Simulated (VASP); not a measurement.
# Os (P6/mmm) in VASP: a series of runs, part 2 of 2

VASP 6.6.1. Earlier steps stand in the parts before.

### Step 4. Single point, PBE (14.69 Å³/atom)

This run uses another cell than the first one, of 14.69 Å³/atom.

Contents of INCAR:

```
SYSTEM = Os
PREC = Accurate
ENCUT = 520
EDIFF = 1E-6
ISMEAR = -1
SIGMA = 0.1
LREAL = .FALSE.
LASPH = .TRUE.
NELM = 60
ALGO = Normal
ISIF = 2
LWAVE = .FALSE.
LCHARG = .FALSE.
GGA = PE
NBANDS = 19
```

Contents of KPOINTS:

```
Automatic mesh
0
G
  10 10 13
  0 0 0
```

Contents of POSCAR:

```
Os
1.0
    4.3238447584      0.0000000000      0.0000000000
   -2.1619223792      3.7445594028      0.0000000000
    0.0000000000      0.0000000000      2.7210781628
Os
3
Direct
    1.0000000000      1.0000000000      1.0000000000
    0.3333333333      0.6666666667      0.5000000000
    0.6666666667      0.3333333333      0.5000000000
```

Potentials or basis: VASP PAW PBE potentials, release 64 (Os).

Launch:

```sh
$ cat potpaw_PBE.64/Os/POTCAR > POTCAR
$ mpirun -np 1 vasp_std > vasp.out
```

OUTCAR:

```text
SYSTEM = Os
   PREC = Accurate
   ENCUT = 520
   EDIFF = 1E-6
   ISMEAR = -1
   LREAL = .FALSE.
   LASPH = .TRUE.
   NELM = 60
   ISIF = 2
   GGA = PE

 ion  position               nearest neighbor table
   1  0.000  0.000  0.000-   2 2.84   3 2.84   2 2.84   3 2.84   3 2.84   3 2.84   2 2.84   2 2.84
                             3 2.84   3 2.84   2 2.84   2 2.84
   2  0.333  0.667  0.500-   3 2.50   3 2.50   3 2.50   1 2.84   1 2.84   1 2.84   1 2.84   1 2.84
                             1 2.84
   3  0.667  0.333  0.500-   2 2.50   2 2.50   2 2.50   1 2.84   1 2.84   1 2.84   1 2.84   1 2.84
                             1 2.84

  LATTYP: Found a hexagonal cell.
 ALAT       =     4.3238447584
 C/A-ratio  =     0.6293191164

  Lattice vectors:

 A1 = (   4.3238447584,   0.0000000000,   0.0000000000)
 A2 = (  -2.1619223792,   3.7445594028,   0.0000000000)
 A3 = (   0.0000000000,   0.0000000000,   2.7210781628)

Analysis of symmetry for initial positions (statically):
=====================================================================
 Subroutine PRICEL returns:
 Original cell was already a primitive cell.

 Routine SETGRP: Setting up the symmetry group for a
 hexagonal supercell.

 Subroutine GETGRP returns: Found 24 space group operations
 (whereof 24 operations were pure point group operations)
 out of a pool of 24 trial point group operations.

The static configuration has the point symmetry D_6h.

Analysis of symmetry for dynamics (positions and initial velocities):
=====================================================================
 Subroutine PRICEL returns:
 Original cell was already a primitive cell.

 Routine SETGRP: Setting up the symmetry group for a
 hexagonal supercell.

 Subroutine GETGRP returns: Found 24 space group operations
 (whereof 24 operations were pure point group operations)
 out of a pool of 24 trial point group operations.

The dynamic configuration has the point symmetry D_6h.

 Subroutine INISYM returns: Found 24 space group operations
 (whereof 24 operations are pure point group operations),
 and found     1 'primitive' translations

----------------------------------------------------------------------------------------

                                     Primitive cell

  volume of cell :      44.0567

  direct lattice vectors                    reciprocal lattice vectors
     4.323844758  0.000000000  0.000000000     0.231275648  0.133527058  0.000000000
    -2.161922379  3.744559403  0.000000000     0.000000000  0.267054116  0.000000000
     0.000000000  0.000000000  2.721078163     0.000000000  0.000000000  0.367501387

  length of vectors
     4.323844758  4.323844758  2.721078163     0.267054116  0.267054116  0.367501387

  position of ions in fractional coordinates (direct lattice)
     0.000000000  0.000000000  0.000000000
     0.333333333  0.666666667  0.500000000
     0.666666667  0.333333333  0.500000000

  ion indices of the primitive-cell ions
   primitive index   ion index
                 1           1
                 2           2
                 3           3

----------------------------------------------------------------------------------------

 KPOINTS: Automatic mesh

Automatic generation of k-mesh.
 Grid dimensions read from file:
 generate k-points for:   10   10   13

 Generating k-lattice:

  Cartesian coordinates                     Fractional coordinates (reciprocal lattice)
     0.023127565  0.013352706  0.000000000     0.100000000  0.000000000  0.000000000
     0.000000000  0.026705412  0.000000000     0.000000000  0.100000000  0.000000000
     0.000000000  0.000000000  0.028269337     0.000000000  0.000000000  0.076923077

  Length of vectors
     0.026705412  0.026705412  0.028269337

  Shift w.r.t. Gamma in fractional coordinates (k-lattice)
     0.000000000  0.000000000  0.000000000

 Subroutine IBZKPT returns following result:
 ===========================================

 Found     98 irreducible k-points:

 Following reciprocal coordinates:
            Coordinates               Weight
  0.000000  0.000000  0.000000      1.000000
  0.100000  0.000000  0.000000      6.000000
  0.200000  0.000000  0.000000      6.000000
  0.300000  0.000000  0.000000      6.000000
  0.400000 -0.000000  0.000000      6.000000
  0.500000  0.000000  0.000000      3.000000
[... 16 lines left out ...]
  0.300000  0.100000  0.076923     24.000000
  0.400000  0.100000  0.076923     24.000000
 [... further k-points ...]
   k-points           NKPTS =     98   k-points in BZ     NKDIM =     98   number of bands    NBANDS=     19
   number of dos      NEDOS =    301   number of ions     NIONS =      3
   total plane-waves  NPLWV =  20480
   dimension x,y,z NGX =    32 NGY =   32 NGZ =   20
   dimension x,y,z NGXF=    64 NGYF=   64 NGZF=   40
   ions per type =               3
   NGX,Y,Z   is equivalent  to a cutoff of  12.30, 12.30, 12.22 a.u.
   NGXF,Y,Z  is equivalent  to a cutoff of  24.61, 24.61, 24.44 a.u.
 SYSTEM =  Os
   PREC   = accura    normal or accurate (medium, high low for compatibility)
   ISTART =      0    job   : 0-new  1-cont  2-samecut
   ICHARG =      2    charge: 1-file 2-atom 10-const
   ISPIN  =      1    spin polarized calculation?
   LNONCOLLINEAR =      F non collinear calculations
   LSORBIT =      F    spin-orbit coupling
   LASPH  =      T    aspherical Exc in radial PAW
   ENCUT  =  520.0 eV  38.22 Ry    6.18 a.u.   8.04  8.04  5.06*2*pi/ulx,y,z
   NELM   =     60;   NELMIN=  2; NELMDL= -5     # of ELM steps
   EDIFF  = 0.1E-05   stopping-criterion for ELM
   LREAL  =      F    real-space projection
   EDIFFG = 0.1E-04   stopping-criterion for IOM
   NSW    =      0    number of steps for IOM
   IBRION =     -1    ionic relax: 0-MD 1-quasi-New 2-CG
   NFREE  =      0    steps in history (QN), initial steepest desc. (CG)
   ISIF   =      2    stress and relaxation
   ISYM   =      2    0-nonsym 1-usesym 2-fastsym
   POTIM  = 0.5000    time-step for ionic-motion
   TEBEG  =    0.0;   TEEND  =   0.0 temperature during run
   PSTRESS=    0.0 pullay stress
   NELECT =      24.0000    total number of electrons
   NUPDOWN=      -1.0000    fix difference up-down
   EMIN   =  10.00;   EMAX   =-10.00  energy-range for DOS
   EFERMI =   0.00;   METHOD = LEGACY
   ISMEAR =    -1;   SIGMA  =   0.10  broadening in eV -4-tet -1-fermi 0-gaus
   EFERMI_NEDOS =   21; number of points for ismear=-14 and -15
   IALGO  =     38    algorithm
   IMIX   =      4    mixing-type and parameters
     AMIX     =   0.40;   BMIX     =  1.00
     AMIX_MAG =   1.60;   BMIX_MAG =  1.00
  volume/ion in A,a.u.               =      14.69        99.10
  Fermi-wavevector in a.u.,A,eV,Ry     =   1.337030  2.526621 24.322461  1.787650
  Thomas-Fermi vector in A             =   2.465611
   LORBIT       =      0    0 simple, 1 ext, 2 COOP (PROOUT), +10 PAW based schemes
   GGA     = PE    functional components
   LHFCALC =     F    Hartree Fock is set to
   AEXX    =    0.0000 exact exchange contribution
   IVDW    =     0    specifies the selected vdW correction
   LEPSILON=     F    determine dielectric tensor
   LRPA    =     F    only Hartree local field effects (RPA)
 non-spin polarized calculation
  energy-cutoff  :      520.00
  volume of cell :       44.06
 maximum number of plane-waves:      1203
   NGX = 17   NGY = 17   NGZ = 11

 number of electron      23.9999999 magnetization

 Free energy of the ion-electron system (eV)
  ---------------------------------------------------
  ext. energy  EPLUGINS =         0.00000000
  ---------------------------------------------------
  free energy    TOTEN  =       -32.75053273 eV

  energy without entropy =      -32.67357385  energy(sigma->0) =      -32.71205329

 E-fermi :   8.9398     XC(G=0): -13.7572

 val. band max:        8.9150066302   @ k =   0.3000   0.2000   0.2308
 cond. band min:       8.9464786754   @ k =   0.1000   0.1000   0.1538
 fundamental gap:      0.0314720452
 Fermi energy:         8.9397891259

 k-point     1 :       0.0000    0.0000    0.0000
  band No.  band energies     occupation
      1      -1.7408      2.00000
      2       2.1084      2.00000
      3       4.6939      2.00000
      4       4.8616      2.00000
      5       4.8616      2.00000
      6       4.9086      2.00000
[... 11 lines left out ...]
     18      17.4520      0.00000
     19      18.4332      0.00000
[... 485 lines left out ...]
 k-point    24 :       0.4000    0.1000    0.0769
  band No.  band energies     occupation
      1       1.0767      2.00000
      2       1.6049      2.00000
      3       2.0484      2.00000
      4       3.9904      2.00000
      5       4.1587      2.00000
      6       4.5615      2.00000
[... 11 lines left out ...]
     18      11.6998      0.00000
     19      18.2692      0.00000

 [... further k-points ...]
[... 5 lines left out ...]
  --------------------------------------------------------------------------------------
  -------------------------------------------------------------------------------------
  Total       -0.1773082     -0.1773082      0.1047446      0.0000000     -0.0000000      0.0000000
  in kB       -6.4480387     -6.4480387      3.8091696      0.0000000     -0.0000000      0.0000000
  external PRESSURE =      -3.0289692 kB  Pullay stress =       0.0000000 kB

 VOLUME and BASIS-vectors are now :
 -----------------------------------------------------------------------------
  energy-cutoff  :      520.00
  volume of cell :       44.06
      direct lattice vectors                 reciprocal lattice vectors
     4.323844758  0.000000000  0.000000000     0.231275648  0.133527058  0.000000000
    -2.161922379  3.744559403  0.000000000     0.000000000  0.267054116  0.000000000
     0.000000000  0.000000000  2.721078163     0.000000000  0.000000000  0.367501387

 POSITION                                       TOTAL-FORCE (eV/Angst)
 -----------------------------------------------------------------------------------
      0.00000      0.00000      0.00000         0.000000      0.000000      0.000000
     -0.00000      2.49637      1.36054        -0.000000     -0.000000     -0.000000
      2.16192      1.24819      1.36054         0.000000      0.000000      0.000000
 -----------------------------------------------------------------------------------
    total drift:                               -0.000000      0.000000      0.000000

  FREE ENERGIE OF THE ION-ELECTRON SYSTEM (eV)
  ---------------------------------------------------
  free  energy   TOTEN  =       -32.7505327266 eV

  energy  without entropy=      -32.6735738543  energy(sigma->0) =      -32.71205329
```

stdout:

```text
POSCAR found type information on POSCAR Os
 POSCAR found :  1 types and       3 ions
 scaLAPACK will be used
 LDA part: xc-table for (Slater+PW92), standard interpolation
 POSCAR, INCAR and KPOINTS ok, starting setup
 FFT: planning ... GRIDC
 FFT: planning ... GRID_SOFT
 FFT: planning ... GRID
 WAVECAR not read
 entering main loop
```

It took 41 s on 1 thread of AMD EPYC 9R45 (Zen 5), shared host; peak memory 0.17 GiB.

Results:

* Free energy: -32.7505 eV
* Pressure: -0.3 GPa
* Band gap on the k mesh: zero (bands 12 and 13 overlap by 2.47 eV)

Stress tensor (GPa, compression positive):
```
-0.64  0.00  0.00
 0.00 -0.64  0.00
 0.00  0.00  0.38
```

Levels at points of the mesh, in eV from the Fermi level:
| k point | band 9 | band 10 | band 11 | band 12 | band 13 | band 14 | band 15 | band 16 |
| --- | --- | --- | --- | --- | --- | --- | --- | --- |
| (0.00, 0.00, 0.00) | -2.34 | -2.34 | -1.53 | -1.53 | -1.47 | -1.47 | 2.32 | 2.32 |
| (0.50, 0.00, 0.00) | -2.93 | -1.26 | -1.22 | 0.08 | 0.32 | 1.18 | 1.19 | 1.27 |

Caveat: spin-orbit coupling is left out, which moves the levels of the heavy elements.

### Step 5. Summary

```csv
cell,gap on the mesh (eV),pressure (GPa)
"a = 4.205, b = 4.205, c = 2.646 Å, angles 90.0, 90.0, 120.0°, 3 atoms",none,38.2
"a = 4.265, b = 4.265, c = 2.684 Å, angles 90.0, 90.0, 120.0°, 3 atoms",none,16.7
"a = 4.324, b = 4.324, c = 2.721 Å, angles 90.0, 90.0, 120.0°, 3 atoms",none,-0.3
```

Alike in all rows: task single point; level PBE; potentials or basis VASP PAW PBE potentials, release 64 (Os); no spin polarisation; k mesh 10 × 10 × 13; cutoff (eV) 520; smearing fermi-dirac 0.1 eV.

Caveats: spin-orbit coupling is left out, which moves the levels of the heavy elements; the cell stands under pressure (at least some runs).

Absolute energies hang on the potentials; compare differences alone.

The gap in the log of VASP goes by the Fermi energy; the results here count the filled bands.